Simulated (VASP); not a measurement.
# ZnO (P6_3/mmc) in VASP: further runs

Aim: see how the results for ZnO move with the level of theory and the settings. Levels: LDA, PBE. Tasks: single point.

Program: VASP 6.6.1. These are calculated values, not measurements. Logs are shortened: lines on timing, memory, paths and dates and some standing lists are left out, and cuts for length are marked.

**1. The cell of the first run**

Symmetry: P6_3/mmc, No. 194, hexagonal system. Conventional cell: a = 3.368 Å, b = 3.368 Å, c = 4.428 Å, α = 90.00°, β = 90.00°, γ = 120.00°. Zn (site symmetry -6m2) has 5 O at 1.94 to 2.21 Å within 2.6 Å. O (site symmetry -6m2) has 5 Zn at 1.94 to 2.21 Å within 2.6 Å.

**2. Single point, LDA**

INCAR

```
SYSTEM = ZnO
PREC     = Accurate       ! precision mode
ENCUT    = 520            ! plane-wave cutoff, eV
EDIFF    = 1E-6           ! SCF threshold, eV
ISMEAR   = -1             ! smearing method
SIGMA    = 0.02           ! smearing width, eV
LREAL    = .FALSE.        ! projectors in reciprocal space
LASPH    = .TRUE.         ! aspherical terms in the spheres
NELM     = 80             ! most SCF steps
ALGO     = Normal         ! electronic algorithm
ISIF     = 2              ! what is computed and relaxed
LWAVE    = .FALSE.        ! write WAVECAR
LCHARG   = .FALSE.        ! write CHGCAR
NBANDS   = 26             ! bands
```

KPOINTS

```
Automatic mesh
0
G
  12 12 6
  0 0 0
```

POSCAR

```
ZnO
1.0
    3.3683483178      0.0000000000      0.0000000000
   -1.6841741589      2.9170752120      0.0000000000
    0.0000000000      0.0000000000      4.4283356668
Zn O
2 2
Direct
    0.3333333333      0.6666666667      0.2500000000
    0.6666666667      0.3333333333      0.7500000000
    0.6666666667      0.3333333333      0.2500000000
    0.3333333333      0.6666666667      0.7500000000
```

Potentials or basis: VASP PAW LDA potentials, release 64 (Zn, O).

The run is started by

```sh
> cat potpaw_LDA.64/Zn/POTCAR potpaw_LDA.64/O/POTCAR > POTCAR
> mpirun -np 1 vasp_std > vasp.out
```

OUTCAR:

```text
SYSTEM = ZnO
   PREC = Accurate
   ENCUT = 520
   EDIFF = 1E-6
   ISMEAR = -1
   LREAL = .FALSE.
   LASPH = .TRUE.
   NELM = 80
   ISIF = 2

 ion  position               nearest neighbor table
   1  0.333  0.667  0.250-   3 1.94   3 1.94   3 1.94   4 2.21   4 2.21   2 2.95   2 2.95   2 2.95
                             2 2.95   2 2.95   2 2.95
   2  0.667  0.333  0.750-   4 1.94   4 1.94   4 1.94   3 2.21   3 2.21   1 2.95   1 2.95   1 2.95
                             1 2.95   1 2.95   1 2.95
   3  0.667  0.333  0.250-   1 1.94   1 1.94   1 1.94   2 2.21   2 2.21
   4  0.333  0.667  0.750-   2 1.94   2 1.94   2 1.94   1 2.21   1 2.21

  LATTYP: Found a hexagonal cell.
 ALAT       =     3.3683483178
 C/A-ratio  =     1.3146905394

  Lattice vectors:

 A1 = (   3.3683483178,   0.0000000000,   0.0000000000)
 A2 = (  -1.6841741589,   2.9170752120,   0.0000000000)
 A3 = (   0.0000000000,   0.0000000000,   4.4283356668)

Analysis of symmetry for initial positions (statically):
=====================================================================
 Subroutine PRICEL returns:
 Original cell was already a primitive cell.

 Routine SETGRP: Setting up the symmetry group for a
 hexagonal supercell.

 Subroutine GETGRP returns: Found 24 space group operations
 (whereof 12 operations were pure point group operations)
 out of a pool of 24 trial point group operations.

The static configuration has the point symmetry D_3d.
 The point group associated with its full space group is D_6h.

Analysis of symmetry for dynamics (positions and initial velocities):
=====================================================================
 Subroutine PRICEL returns:
 Original cell was already a primitive cell.

 Routine SETGRP: Setting up the symmetry group for a
 hexagonal supercell.

 Subroutine GETGRP returns: Found 24 space group operations
 (whereof 12 operations were pure point group operations)
 out of a pool of 24 trial point group operations.

The dynamic configuration has the point symmetry D_3d.
 The point group associated with its full space group is D_6h.

 Subroutine INISYM returns: Found 24 space group operations
 (whereof 12 operations are pure point group operations),
 and found     1 'primitive' translations

----------------------------------------------------------------------------------------

                                     Primitive cell

  volume of cell :      43.5116

  direct lattice vectors                    reciprocal lattice vectors
     3.368348318  0.000000000  0.000000000     0.296881411  0.171404562  0.000000000
    -1.684174159  2.917075212  0.000000000     0.000000000  0.342809125  0.000000000
     0.000000000  0.000000000  4.428335667     0.000000000  0.000000000  0.225818473

  length of vectors
     3.368348318  3.368348318  4.428335667     0.342809125  0.342809125  0.225818473

  position of ions in fractional coordinates (direct lattice)
     0.333333333  0.666666667  0.250000000
     0.666666667  0.333333333  0.750000000
     0.666666667  0.333333333  0.250000000
     0.333333333  0.666666667  0.750000000

  ion indices of the primitive-cell ions
   primitive index   ion index
                 1           1
                 2           2
                 3           3
                 4           4

----------------------------------------------------------------------------------------

 KPOINTS: Automatic mesh

Automatic generation of k-mesh.
 Grid dimensions read from file:
 generate k-points for:   12   12    6

 Generating k-lattice:

  Cartesian coordinates                     Fractional coordinates (reciprocal lattice)
     0.024740118  0.014283714  0.000000000     0.083333333  0.000000000  0.000000000
     0.000000000  0.028567427  0.000000000     0.000000000  0.083333333  0.000000000
     0.000000000  0.000000000  0.037636412     0.000000000  0.000000000  0.166666667

  Length of vectors
     0.028567427  0.028567427  0.037636412

  Shift w.r.t. Gamma in fractional coordinates (k-lattice)
     0.000000000  0.000000000  0.000000000

 Subroutine IBZKPT returns following result:
 ===========================================

 Found     76 irreducible k-points:

 Following reciprocal coordinates:
            Coordinates               Weight
  0.000000  0.000000  0.000000      1.000000
  0.083333  0.000000  0.000000      6.000000
  0.166667  0.000000  0.000000      6.000000
  0.250000  0.000000  0.000000      6.000000
  0.333333  0.000000  0.000000      6.000000
  0.416667  0.000000  0.000000      6.000000
[... 16 lines left out ...]
  0.250000  0.000000  0.166667     12.000000
  0.333333  0.000000  0.166667     12.000000
 [... further k-points ...]
   k-points           NKPTS =     76   k-points in BZ     NKDIM =     76   number of bands    NBANDS=     26
   number of dos      NEDOS =    301   number of ions     NIONS =      4
   total plane-waves  NPLWV =  28224
   dimension x,y,z NGX =    28 NGY =   28 NGZ =   36
   dimension x,y,z NGXF=    56 NGYF=   56 NGZF=   72
   ions per type =               2   2
   NGX,Y,Z   is equivalent  to a cutoff of  13.82, 13.82, 13.51 a.u.
   NGXF,Y,Z  is equivalent  to a cutoff of  27.64, 27.64, 27.03 a.u.
 SYSTEM =  ZnO
   PREC   = accura    normal or accurate (medium, high low for compatibility)
   ISTART =      0    job   : 0-new  1-cont  2-samecut
   ICHARG =      2    charge: 1-file 2-atom 10-const
   ISPIN  =      1    spin polarized calculation?
   LNONCOLLINEAR =      F non collinear calculations
   LSORBIT =      F    spin-orbit coupling
   LASPH  =      T    aspherical Exc in radial PAW
   ENCUT  =  520.0 eV  38.22 Ry    6.18 a.u.   6.26  6.26  8.23*2*pi/ulx,y,z
   NELM   =     80;   NELMIN=  2; NELMDL= -5     # of ELM steps
   EDIFF  = 0.1E-05   stopping-criterion for ELM
   LREAL  =      F    real-space projection
   EDIFFG = 0.1E-04   stopping-criterion for IOM
   NSW    =      0    number of steps for IOM
   IBRION =     -1    ionic relax: 0-MD 1-quasi-New 2-CG
   NFREE  =      0    steps in history (QN), initial steepest desc. (CG)
   ISIF   =      2    stress and relaxation
   ISYM   =      2    0-nonsym 1-usesym 2-fastsym
   POTIM  = 0.5000    time-step for ionic-motion
   TEBEG  =    0.0;   TEEND  =   0.0 temperature during run
   PSTRESS=    0.0 pullay stress
   NELECT =      36.0000    total number of electrons
   NUPDOWN=      -1.0000    fix difference up-down
   EMIN   =  10.00;   EMAX   =-10.00  energy-range for DOS
   EFERMI =   0.00;   METHOD = LEGACY
   ISMEAR =    -1;   SIGMA  =   0.02  broadening in eV -4-tet -1-fermi 0-gaus
   EFERMI_NEDOS =   21; number of points for ismear=-14 and -15
   IALGO  =     38    algorithm
   IMIX   =      4    mixing-type and parameters
     AMIX     =   0.40;   BMIX     =  1.00
     AMIX_MAG =   1.60;   BMIX_MAG =  1.00
  volume/ion in A,a.u.               =      10.88        73.41
  Fermi-wavevector in a.u.,A,eV,Ry     =   1.536882  2.904286 32.137060  2.362007
  Thomas-Fermi vector in A             =   2.643469
   LORBIT       =      0    0 simple, 1 ext, 2 COOP (PROOUT), +10 PAW based schemes
   GGA     = CA    functional components
   LHFCALC =     F    Hartree Fock is set to
   AEXX    =    0.0000 exact exchange contribution
   IVDW    =     0    specifies the selected vdW correction
   LEPSILON=     F    determine dielectric tensor
   LRPA    =     F    only Hartree local field effects (RPA)
 non-spin polarized calculation
  energy-cutoff  :      520.00
  volume of cell :       43.51
 maximum number of plane-waves:      1191
 NGX is ok and might be reduce to    28
   NGX = 13   NGY = 13   NGZ = 17

 number of electron      35.9999992 magnetization

 Free energy of the ion-electron system (eV)
  ---------------------------------------------------
  ext. energy  EPLUGINS =         0.00000000
  ---------------------------------------------------
  free energy    TOTEN  =       -20.90700430 eV

  energy without entropy =      -20.90700430  energy(sigma->0) =      -20.90700430

 E-fermi :   1.9943     XC(G=0): -11.9691

 val. band max:        1.5451685176   @ k =   0.3333   0.3333   0.5000
 cond. band min:       2.6183833162   @ k =   0.0000   0.0000   0.0000
 fundamental gap:      1.0732147986
 Fermi energy:         1.9943145916

 k-point     1 :       0.0000    0.0000    0.0000
  band No.  band energies     occupation
      1     -16.6603      2.00000
      2     -15.2990      2.00000
      3      -4.5368      2.00000
      4      -4.5368      2.00000
      5      -4.4025      2.00000
      6      -4.4025      2.00000
[... 18 lines left out ...]
     25      14.8670      0.00000
     26      17.2124      0.00000

 k-point     2 :       0.0833    0.0000    0.0000
  band No.  band energies     occupation
      1     -16.6169      2.00000
      2     -15.2928      2.00000
      3      -4.5447      2.00000
      4      -4.5055      2.00000
      5      -4.4270      2.00000
      6      -4.3494      2.00000
[... 18 lines left out ...]
     25      15.0472      0.00000
     26      18.0925      0.00000

 k-point     3 :       0.1667    0.0000    0.0000
  band No.  band energies     occupation
      1     -16.4930      2.00000
      2     -15.2795      2.00000
      3      -4.5965      2.00000
      4      -4.4388      2.00000
      5      -4.4078      2.00000
      6      -4.2032      2.00000
[... 18 lines left out ...]
     25      15.5880      0.00000
     26      16.7165      0.00000

 k-point     4 :       0.2500    0.0000    0.0000
  band No.  band energies     occupation
      1     -16.3084      2.00000
      2     -15.2740      2.00000
      3      -4.6872      2.00000
      4      -4.3674      2.00000
      5      -4.2485      2.00000
      6      -3.9902      2.00000
[... 18 lines left out ...]
     25      15.3206      0.00000
     26      16.4798      0.00000
[... 496 lines left out ...]
      1     -16.4087      2.00000
      2     -15.3538      2.00000
      3      -4.6551      2.00000
      4      -4.5164      2.00000
      5      -4.4184      2.00000
      6      -4.2520      2.00000
[... 18 lines left out ...]
     25      15.0592      0.00000
     26      16.2734      0.00000

 k-point    23 :       0.2500    0.0000    0.1667
  band No.  band energies     occupation
      1     -16.2323      2.00000
      2     -15.3321      2.00000
      3      -4.7566      2.00000
      4      -4.5171      2.00000
      5      -4.2577      2.00000
      6      -4.0794      2.00000
[... 18 lines left out ...]
     25      15.1327      0.00000
     26      15.6516      0.00000

 k-point    24 :       0.3333    0.0000    0.1667
  band No.  band energies     occupation
      1     -16.0308      2.00000
      2     -15.3314      2.00000
      3      -4.8367      2.00000
      4      -4.4478      2.00000
      5      -4.0645      2.00000
      6      -4.0224      2.00000
[... 18 lines left out ...]
     25      14.7036      0.00000
     26      16.1399      0.00000

 [... further k-points ...]
[... 5 lines left out ...]
  --------------------------------------------------------------------------------------
  -------------------------------------------------------------------------------------
  Total        0.4343263      0.4343263      0.2713105      0.0000000      0.0000000      0.0000000
  in kB       15.9926909     15.9926909      9.9901490      0.0000000      0.0000000      0.0000000
  external PRESSURE =      13.9918436 kB  Pullay stress =       0.0000000 kB

 VOLUME and BASIS-vectors are now :
 -----------------------------------------------------------------------------
  energy-cutoff  :      520.00
  volume of cell :       43.51
      direct lattice vectors                 reciprocal lattice vectors
     3.368348318  0.000000000  0.000000000     0.296881411  0.171404562  0.000000000
    -1.684174159  2.917075212  0.000000000     0.000000000  0.342809125  0.000000000
     0.000000000  0.000000000  4.428335667     0.000000000  0.000000000  0.225818473

 POSITION                                       TOTAL-FORCE (eV/Angst)
 -----------------------------------------------------------------------------------
     -0.00000      1.94472      1.10708         0.000000     -0.000000      0.000000
      1.68417      0.97236      3.32125        -0.000000     -0.000000      0.000000
      1.68417      0.97236      1.10708         0.000000      0.000000      0.000000
     -0.00000      1.94472      3.32125        -0.000000      0.000000      0.000000
 -----------------------------------------------------------------------------------
    total drift:                                0.000000     -0.000000      0.000000

  FREE ENERGIE OF THE ION-ELECTRON SYSTEM (eV)
  ---------------------------------------------------
  free  energy   TOTEN  =       -20.9070043024 eV

  energy  without entropy=      -20.9070043024  energy(sigma->0) =      -20.90700430
```

Wall time 37 s (1 thread of Intel Xeon 6975P-C (Granite Rapids), shared host); peak memory 0.19 GiB.

What came out:

- Free energy: -20.9070 eV
- Pressure: 1.4 GPa
- Band gap on the k mesh: 1.07 eV, indirect (least direct gap 1.11 eV)

Stress tensor (GPa, compression positive):
```
1.60 0.00 0.00
0.00 1.60 0.00
0.00 0.00 1.00
```

**3. Single point, PBE**

This run uses another cell than the first one, of 11.32 Å³/atom, 1.040 times its volume.

INCAR

```
SYSTEM = ZnO
PREC = Accurate ; ENCUT = 520
EDIFF = 1E-6 ; ISMEAR = -1
SIGMA = 0.02 ; LREAL = .FALSE.
LASPH = .TRUE. ; NELM = 80
ALGO = Normal ; ISIF = 2
LWAVE = .FALSE. ; LCHARG = .FALSE.
GGA = PE ; NBANDS = 26
```

KPOINTS is that of step 2.

POSCAR

```
ZnO
1.0
    3.4165335104      0.0000000000      0.0000000000
   -1.7082667552      2.9588048129      0.0000000000
    0.0000000000      0.0000000000      4.4775675786
Zn O
2 2
Direct
    0.3333333333      0.6666666667      0.2500000000
    0.6666666667      0.3333333333      0.7500000000
    0.6666666667      0.3333333333      0.2500000000
    0.3333333333      0.6666666667      0.7500000000
```

Potentials or basis: VASP PAW PBE potentials, release 64 (Zn, O).

The run is started by

```sh
> cat potpaw_PBE.64/Zn/POTCAR potpaw_PBE.64/O/POTCAR > POTCAR
> mpirun -np 1 vasp_std > vasp.out
```

Wall time 39 s (1 thread of Intel Xeon 6975P-C (Granite Rapids), shared host); peak memory 0.21 GiB.

The run converged. Its results:

- Free energy: -17.5285 eV
- Pressure: 7.6 GPa
- Band gap on the k mesh: 1.00 eV, indirect (least direct gap 1.06 eV)

Stress tensor (GPa, compression positive):
```
7.87 0.00 0.00
0.00 7.87 0.00
0.00 0.00 7.17
```

Levels at points of the mesh, in eV from the valence-band top:
```
           k point  band 16  band 17  band 18  band 19  band 20  band 21
(0.00, 0.00, 0.00)    -0.80    -0.05    -0.05     1.00     4.94     9.98
(0.50, 0.00, 0.00)    -2.50    -1.49    -1.31     5.90     6.52     7.89
(0.00, 0.00, 0.50)    -0.36    -0.36    -0.36     4.37     4.37    11.51
(0.50, 0.00, 0.50)    -1.87    -0.35    -0.35     6.16     6.16     8.82
```

[end of part 1 of 2]
